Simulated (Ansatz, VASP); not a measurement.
**One calculation of Ti2Co, two programs**

```
Ti Co
1.0
     0.00000    3.55507    3.55507
     3.55507    0.00000    3.55507
     3.55507    3.55507    0.00000
Ti Co
4 2
Direct
  0.12500 0.12500 0.12500
  0.62500 0.12500 0.12500
  0.12500 0.12500 0.62500
  0.12500 0.62500 0.12500
  0.50000 0.50000 0.50000
  0.75000 0.75000 0.75000
```

Alike in both runs: functional r2SCAN; k mesh 10 × 10 × 10; occupations gaussian, width 0.1 eV; collinear spin.

Ansatz relaxed the structure, and its values are those at the end. VASP's run is a single point on that final structure, the one shown.

|  | VASP | Ansatz |
| --- | --- | --- |
| version | VASP 6.6.1 | Ansatz 0.2.0 |
| potentials or method | VASP PAW PBE potentials, release 64 (Ti_sv, Co), cutoff 520 eV | scalar-relativistic, plane waves, PAW |
| valence electrons in the cell | 66 | 82 |

```tsv
	VASP	Ansatz	Ansatz less VASP
gap on the k mesh at the Fermi level (eV)	none	none	-
pressure (GPa)	0.5	0.0	-0.47
net moment per atom (μB)	0.00	0.00	0.000
size of the moment on the site where the two differ most (μB)	1.82	1.87	+0.048
```

VASP's potentials were made for PBE, not for r2SCAN. Site moments also hang on the region over which each program counts them. A gap of «none» marks a metal or a gap that the smearing closes. VASP's potentials hold 66 valence electrons a cell and Ansatz's 82, so a difference there can come from the potentials and not from the codes.
